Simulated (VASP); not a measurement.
# MgI2 (P-3m1) in VASP: a series of runs, part 2 of 2

VASP 6.6.1. Earlier steps stand in the parts before.

**3. Single point, PBE**

File INCAR:

```
ALGO = Normal
EDIFF = 1E-7
ENCUT = 520
GGA = PE
ISIF = 2
ISMEAR = 0
LASPH = T
LCHARG = F
LREAL = F
LWAVE = F
NBANDS = 15
NELM = 80
PREC = Accurate
SIGMA = 0.05
```

File KPOINTS:

```
k-points
0
Gamma
  6 6 4
```

File POSCAR:

```
MgI2
1.0
    4.2950988506      0.0000000000      0.0000000000
   -2.1475494253      3.7196647164      0.0000000000
    0.0000000000      0.0000000000      7.9749240755
Mg I
1 2
Direct
    0.0000000000      0.0000000000      0.0000000000
    0.3333333333      0.6666666667      0.7973879295
    0.6666666667      0.3333333333      0.2026120705
```

Potentials or basis: VASP PAW PBE potentials, release 64 (Mg, I).

Started as:

```sh
$ cat potpaw_PBE.64/Mg/POTCAR potpaw_PBE.64/I/POTCAR > POTCAR
$ mpirun -np 1 vasp_std > vasp.out
```

OUTCAR:

```text
EDIFF = 1E-7
   ENCUT = 520
   GGA = PE
   ISIF = 2
   ISMEAR = 0
   LASPH = T
   LREAL = F
   NELM = 80
   PREC = Accurate

 ion  position               nearest neighbor table
   1  0.000  0.000  0.000-   2 2.96   3 2.96   3 2.96   2 2.96   3 2.96   2 2.96
   2  0.333  0.667  0.797-   1 2.96   1 2.96   1 2.96
   3  0.667  0.333  0.203-   1 2.96   1 2.96   1 2.96

  LATTYP: Found a hexagonal cell.
 ALAT       =     4.2950988506
 C/A-ratio  =     1.8567498334

  Lattice vectors:

 A1 = (   4.2950988506,   0.0000000000,   0.0000000000)
 A2 = (  -2.1475494253,   3.7196647164,   0.0000000000)
 A3 = (   0.0000000000,   0.0000000000,   7.9749240755)

Analysis of symmetry for initial positions (statically):
[... 33 lines left out ...]
                                     Primitive cell

  volume of cell :     127.4100

  direct lattice vectors                    reciprocal lattice vectors
     4.295098851  0.000000000  0.000000000     0.232823512  0.134420717  0.000000000
    -2.147549425  3.719664716  0.000000000     0.000000000  0.268841435  0.000000000
     0.000000000  0.000000000  7.974924075     0.000000000  0.000000000  0.125393043

  length of vectors
     4.295098851  4.295098851  7.974924075     0.268841435  0.268841435  0.125393043

  position of ions in fractional coordinates (direct lattice)
     0.000000000  0.000000000  0.000000000
     0.333333333  0.666666667  0.797387929
     0.666666667  0.333333333  0.202612071

  ion indices of the primitive-cell ions
   primitive index   ion index
                 1           1
                 2           2
                 3           3

----------------------------------------------------------------------------------------

 KPOINTS: k-points

Automatic generation of k-mesh.
 Grid dimensions read from file:
 generate k-points for:    6    6    4

 Generating k-lattice:

  Cartesian coordinates                     Fractional coordinates (reciprocal lattice)
     0.038803919  0.022403453  0.000000000     0.166666667  0.000000000  0.000000000
     0.000000000  0.044806906  0.000000000     0.000000000  0.166666667  0.000000000
     0.000000000  0.000000000  0.031348261     0.000000000  0.000000000  0.250000000

  Length of vectors
     0.044806906  0.044806906  0.031348261

  Shift w.r.t. Gamma in fractional coordinates (k-lattice)
[... 9 lines left out ...]
  0.000000  0.000000  0.000000      1.000000
  0.166667  0.000000  0.000000      6.000000
  0.333333  0.000000  0.000000      6.000000
  0.500000  0.000000  0.000000      3.000000
  0.166667  0.166667  0.000000      6.000000
  0.333333  0.166667  0.000000     12.000000
[... 22 lines left out ...]
   dimension x,y,z NGXF=    64 NGYF=   64 NGZF=  120
   ions per type =               1   2
   NGX,Y,Z   is equivalent  to a cutoff of  12.39, 12.39, 12.51 a.u.
   NGXF,Y,Z  is equivalent  to a cutoff of  24.77, 24.77, 25.02 a.u.
 SYSTEM =  unknown system
   PREC   = accura    normal or accurate (medium, high low for compatibility)
   ISTART =      0    job   : 0-new  1-cont  2-samecut
   ICHARG =      2    charge: 1-file 2-atom 10-const
   ISPIN  =      1    spin polarized calculation?
   LNONCOLLINEAR =      F non collinear calculations
   LSORBIT =      F    spin-orbit coupling
   LASPH  =      T    aspherical Exc in radial PAW
   ENCUT  =  520.0 eV  38.22 Ry    6.18 a.u.   7.99  7.99 14.83*2*pi/ulx,y,z
   NELM   =     80;   NELMIN=  2; NELMDL= -5     # of ELM steps
   EDIFF  = 0.1E-06   stopping-criterion for ELM
   LREAL  =      F    real-space projection
   EDIFFG = 0.1E-05   stopping-criterion for IOM
   NSW    =      0    number of steps for IOM
   IBRION =     -1    ionic relax: 0-MD 1-quasi-New 2-CG
[... 14 lines left out ...]
     AMIX     =   0.40;   BMIX     =  1.00
     AMIX_MAG =   1.60;   BMIX_MAG =  1.00
  volume/ion in A,a.u.               =      42.47       286.60
  Fermi-wavevector in a.u.,A,eV,Ry     =   0.819811  1.549218  9.144337  0.672090
  Thomas-Fermi vector in A             =   1.930682
   LORBIT       =      0    0 simple, 1 ext, 2 COOP (PROOUT), +10 PAW based schemes
   GGA     = PE    functional components
[... 6 lines left out ...]
 Gauss-broadening in eV      SIGMA  =   0.05
  energy-cutoff  :      520.00
  volume of cell :      127.41
 maximum number of plane-waves:      3456
   NGX = 15   NGY = 15   NGZ = 29

 number of electron      16.0000000 magnetization

 Free energy of the ion-electron system (eV)
  ---------------------------------------------------
  ext. energy  EPLUGINS =         0.00000000
  ---------------------------------------------------
  free energy    TOTEN  =        -7.72033077 eV

  energy without entropy =       -7.72033077  energy(sigma->0) =       -7.72033077

 E-fermi :   0.5859     XC(G=0):  -7.1420

 val. band max:        0.3498380247   @ k =   0.0000   0.0000   0.0000
 cond. band min:       4.0590440034   @ k =   0.5000   0.0000   0.5000
 fundamental gap:      3.7092059787
 Fermi energy:         0.5858669022

 k-point     1 :       0.0000    0.0000    0.0000
  band No.  band energies     occupation
      1     -11.2194      2.00000
      2     -10.6508      2.00000
      3      -2.3261      2.00000
      4       0.0366      2.00000
      5       0.0366      2.00000
      6       0.2762      2.00000
      7       0.3498      2.00000
      8       0.3498      2.00000
      9       4.0693      0.00000
     10       5.2151      0.00000
     11       6.9435      0.00000
     12       6.9435      0.00000
     13       7.2834      0.00000
     14       8.4787      0.00000
     15       8.4787      0.00000

 k-point     2 :       0.1667    0.0000    0.0000
  band No.  band energies     occupation
      1     -11.1052      2.00000
      2     -10.5962      2.00000
      3      -2.2383      2.00000
      4      -0.8423      2.00000
      5      -0.2943      2.00000
      6      -0.2363      2.00000
      7       0.3142      2.00000
      8       0.3164      2.00000
      9       4.8064      0.00000
     10       5.7596      0.00000
     11       6.4855      0.00000
     12       7.3681      0.00000
     13       7.6433      0.00000
     14       8.3068      0.00000
     15       8.9156      0.00000

 k-point     3 :       0.3333    0.0000    0.0000
  band No.  band energies     occupation
      1     -10.8372      2.00000
      2     -10.5024      2.00000
      3      -2.4364      2.00000
      4      -1.8242      2.00000
      5      -0.8782      2.00000
      6      -0.6226      2.00000
      7       0.1442      2.00000
      8       0.1554      2.00000
      9       4.4553      0.00000
     10       5.9360      0.00000
     11       6.8288      0.00000
     12       7.7790      0.00000
     13       7.8110      0.00000
     14       8.4807      0.00000
     15       9.0762      0.00000
[... 343 lines left out ...]
 k-point    23 :       0.3333    0.1667    0.5000
  band No.  band energies     occupation
      1     -10.6610      2.00000
      2     -10.4853      2.00000
      3      -2.6279      2.00000
      4      -1.9969      2.00000
      5      -1.2874      2.00000
      6      -0.7442      2.00000
      7      -0.1990      2.00000
      8       0.0885      2.00000
      9       4.7350      0.00000
     10       6.4106      0.00000
     11       7.0074      0.00000
     12       7.2936      0.00000
     13       7.5859      0.00000
     14       8.9645      0.00000
     15       9.2956      0.00000

 k-point    24 :       0.3333    0.3333    0.5000
  band No.  band energies     occupation
      1     -10.5230      2.00000
      2     -10.5230      2.00000
      3      -2.5267      2.00000
      4      -1.8395      2.00000
      5      -1.8395      2.00000
      6      -1.2372      2.00000
      7      -0.0377      2.00000
      8      -0.0377      2.00000
      9       5.0920      0.00000
     10       6.8129      0.00000
     11       6.8129      0.00000
     12       8.2619      0.00000
     13       8.4685      0.00000
     14       8.5732      0.00000
     15       8.8975      0.00000

------------------------ aborting loop because EDIFF is reached ----------------------------------------

  FORCE on cell =-STRESS in cart. coord.  units (eV):
  Direction    XX          YY          ZZ          XY          YZ          ZX
  --------------------------------------------------------------------------------------
  -------------------------------------------------------------------------------------
  Total       -0.5435335     -0.5435335      0.3460702      0.0000000      0.0000000      0.0000000
  in kB       -6.8349196     -6.8349196      4.3518229      0.0000000      0.0000000      0.0000000
  external PRESSURE =      -3.1060054 kB  Pullay stress =       0.0000000 kB

 VOLUME and BASIS-vectors are now :
 -----------------------------------------------------------------------------
  energy-cutoff  :      520.00
  volume of cell :      127.41
      direct lattice vectors                 reciprocal lattice vectors
     4.295098851  0.000000000  0.000000000     0.232823512  0.134420717  0.000000000
    -2.147549425  3.719664716  0.000000000     0.000000000  0.268841435  0.000000000
     0.000000000  0.000000000  7.974924075     0.000000000  0.000000000  0.125393043

 POSITION                                       TOTAL-FORCE (eV/Angst)
 -----------------------------------------------------------------------------------
      0.00000      0.00000      0.00000        -0.000000      0.000000      0.000000
     -0.00000      2.47978      6.35911         0.000000      0.000000     -0.115807
      2.14755      1.23989      1.61582        -0.000000      0.000000      0.115807
 -----------------------------------------------------------------------------------
    total drift:                               -0.000000      0.000000      0.000000

  FREE ENERGIE OF THE ION-ELECTRON SYSTEM (eV)
  ---------------------------------------------------
  free  energy   TOTEN  =        -7.7203307725 eV

  energy  without entropy=       -7.7203307725  energy(sigma->0) =       -7.72033077
```

It took 25 s on 1 thread of AMD EPYC 9R45 (Zen 5), shared host; peak memory 0.22 GiB.

Results:

* Free energy: -7.7203 eV
* Pressure: -0.3 GPa
* Largest force: 0.116 eV/Å
* Band gap on the k mesh: 3.71 eV, indirect (least direct gap 3.72 eV)

Forces on the atoms (eV/Å):
```
Mg   0.000  0.000  0.000
I    0.000  0.000 -0.116
I    0.000  0.000  0.116
```

Levels at points of the mesh, in eV from the valence-band top:
```
           k point  band 4  band 5  band 6  band 7  band 8  band 9  band 10  band 11  band 12  band 13
(0.00, 0.00, 0.00)   -0.31   -0.31   -0.07    0.00    0.00    3.72     4.87     6.59     6.59     6.93
(0.50, 0.00, 0.00)   -2.47   -1.13   -1.10   -0.41   -0.30    3.73     5.58     6.10     7.41     7.76
(0.00, 0.00, 0.50)   -0.49   -0.30   -0.30   -0.01   -0.01    4.21     4.86     6.56     6.56     6.98
(0.50, 0.00, 0.50)   -2.53   -1.11   -0.95   -0.41   -0.33    3.71     5.61     6.04     6.63     7.63
```

Caveat: spin-orbit coupling is left out, which moves the levels of the heavy elements; this functional lacks dispersion, which binds the layers, so the pressure and a relaxed spacing across them are unreliable. A k mesh can miss the band edges.

**4. Single point, PBE**

File INCAR:

```
SYSTEM = MgI2
ALGO = Normal
EDIFF = 1E-7
ENCUT = 520
GGA = PE
ISIF = 2
ISMEAR = 0
LASPH = .True.
LCHARG = .True.
LELF = .True.
LREAL = .False.
LVHAR = .True.
LWAVE = .False.
NBANDS = 15
NELM = 80
PREC = Accurate
SIGMA = 0.05
```

File KPOINTS:

```
k-points
0
Gamma
  6 6 4
  0 0 0
```

File POSCAR:

```
MgI2
1.0
    4.2950988506      0.0000000000      0.0000000000
   -2.1475494253      3.7196647164      0.0000000000
    0.0000000000      0.0000000000      7.9749240755
Mg I
1 2
Direct
    0.0000000000      0.0000000000      0.0000000000
    0.3333333333      0.6666666667      0.8050686935
    0.6666666667      0.3333333333      0.1949313065
```

Potentials or basis: VASP PAW PBE potentials, release 64 (Mg, I).

Started as:

```sh
$ cat potpaw_PBE.64/Mg/POTCAR potpaw_PBE.64/I/POTCAR > POTCAR
$ mpirun -np 1 vasp_std > vasp.out
```

OUTCAR:

```text
SYSTEM = MgI2
   EDIFF = 1E-7
   ENCUT = 520
   GGA = PE
   ISIF = 2
   ISMEAR = 0
   LASPH = .True.
   LREAL = .False.
   NELM = 80
   PREC = Accurate

 ion  position               nearest neighbor table
   1  0.000  0.000  0.000-   2 2.93   3 2.93   3 2.93   2 2.93   3 2.93   2 2.93
   2  0.333  0.667  0.805-   1 2.93   1 2.93   1 2.93
   3  0.667  0.333  0.195-   1 2.93   1 2.93   1 2.93

  LATTYP: Found a hexagonal cell.
 ALAT       =     4.2950988506
 C/A-ratio  =     1.8567498334

  Lattice vectors:
[... 620 lines left out ...]

  FORCE on cell =-STRESS in cart. coord.  units (eV):
  Direction    XX          YY          ZZ          XY          YZ          ZX
  --------------------------------------------------------------------------------------
  -------------------------------------------------------------------------------------
  Total       -0.0493614     -0.0493614      1.2645208      0.0000000      0.0000000      0.0000000
  in kB       -0.6207186     -0.6207186     15.9013153      0.0000000      0.0000000      0.0000000
  external PRESSURE =       4.8866260 kB  Pullay stress =       0.0000000 kB

 VOLUME and BASIS-vectors are now :
 -----------------------------------------------------------------------------
  energy-cutoff  :      520.00
  volume of cell :      127.41
      direct lattice vectors                 reciprocal lattice vectors
     4.295098851  0.000000000  0.000000000     0.232823512  0.134420717  0.000000000
    -2.147549425  3.719664716  0.000000000     0.000000000  0.268841435  0.000000000
     0.000000000  0.000000000  7.974924075     0.000000000  0.000000000  0.125393043

 POSITION                                       TOTAL-FORCE (eV/Angst)
 -----------------------------------------------------------------------------------
      0.00000      0.00000      0.00000        -0.000000      0.000000      0.000000
     -0.00000      2.47978      6.42036         0.000000     -0.000000     -0.417441
      2.14755      1.23989      1.55456        -0.000000      0.000000      0.417441
 -----------------------------------------------------------------------------------
    total drift:                                0.000000      0.000000      0.000000

  FREE ENERGIE OF THE ION-ELECTRON SYSTEM (eV)
  ---------------------------------------------------
  free  energy   TOTEN  =        -7.6879957691 eV

  energy  without entropy=       -7.6879957691  energy(sigma->0) =       -7.68799577
```

It took 24 s on 1 thread of AMD EPYC 9R45 (Zen 5), shared host; peak memory 0.22 GiB.

What came out:

| Property | Result |
| --- | --- |
| Free energy | -7.6880 eV |
| Pressure | 0.5 GPa |
| Largest force | 0.417 eV/Å |
| Band gap on the k mesh | 3.70 eV, indirect (least direct gap 3.81 eV) |

Forces on the atoms (eV/Å):
```
Mg   0.000  0.000  0.000
I    0.000  0.000 -0.417
I    0.000  0.000  0.417
```

Caveat: spin-orbit coupling is left out, which moves the levels of the heavy elements; this functional lacks dispersion, which binds the layers, so the pressure and a relaxed spacing across them are unreliable. A k mesh can miss the band edges.
